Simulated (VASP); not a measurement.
KBr: relaxation of cell and atoms with LDA

The system is KBr.

```xyz
2
Lattice="0.0000 3.3000 3.3000 3.3000 0.0000 3.3000 3.3000 3.3000 0.0000" Properties=species:S:1:pos:R:3 pbc="T T T"
Br    3.3000    3.3000    3.3000
K     0.0000    0.0000    0.0000
```

```json
{"Program": "VASP 6.6.1", "Task": "relaxation of cell and atoms", "Functional": "LDA", "Potentials or basis": "VASP PAW LDA potentials, release 64 (Br, K_sv)", "Cutoff": "600 eV", "k mesh": "7 × 7 × 7", "Occupations": "fermi-dirac, width 0.05 eV", "Spin": "no spin polarisation", "Dipole correction": "no", "Further INCAR settings": "ALGO = Normal; EDIFF = 1e-06; IBRION = 2; EDIFFG = -0.005; NSW = 80; ISIF = 3"}
```

```yaml
Relaxed_volume: 32.49 Å³/atom
Relaxed_cell: a = 4.513 Å, b = 4.513 Å, c = 4.513 Å, α = 60.00°, β = 60.00°, γ = 60.00°
Space_group_after_relaxing_to_0.05_Å: Fm-3m (No. 225)
Energy_gained_by_relaxing: 18.8 meV/atom
Ionic_steps: 4
Pressure_after_relaxing: 0.0 GPa
Band_gap_on_the_k_mesh: 4.32 eV, direct
```

The path:
| step | energy change (eV) | largest force (eV/Å) | pressure (GPa) | volume (Å³) |
| --- | --- | --- | --- | --- |
| 1 | 0.0000 | 0.0000 | -1.59 | 71.87 |
| 2 | -0.0284 | 0.0000 | -0.87 | 68.23 |
| 3 | -0.0375 | 0.0000 | -0.07 | 65.23 |
| 4 | -0.0376 | 0.0000 | 0.01 | 64.98 |

Final structure:
```
Br K
1.0
     0.00000    3.19098    3.19098
     3.19098    0.00000    3.19098
     3.19098    3.19098    0.00000
Br K
1 1
Direct
  0.50000 0.50000 0.50000
  0.00000 0.00000 0.00000
```

Levels at points of the mesh, in eV from the valence-band top:
```
           k point  band 6  band 7  band 8  band 9  band 10  band 11
(0.00, 0.00, 0.00)    0.00    0.00    0.00    4.32     7.34     7.34
```

It took 70 s on 1 thread of Intel Xeon 6975P-C, with other jobs on the host, peak memory 0.21 GiB.

As with any semilocal functional, this LDA gap is likely too small. Zero-point motion and thermal expansion aren't in these numbers.
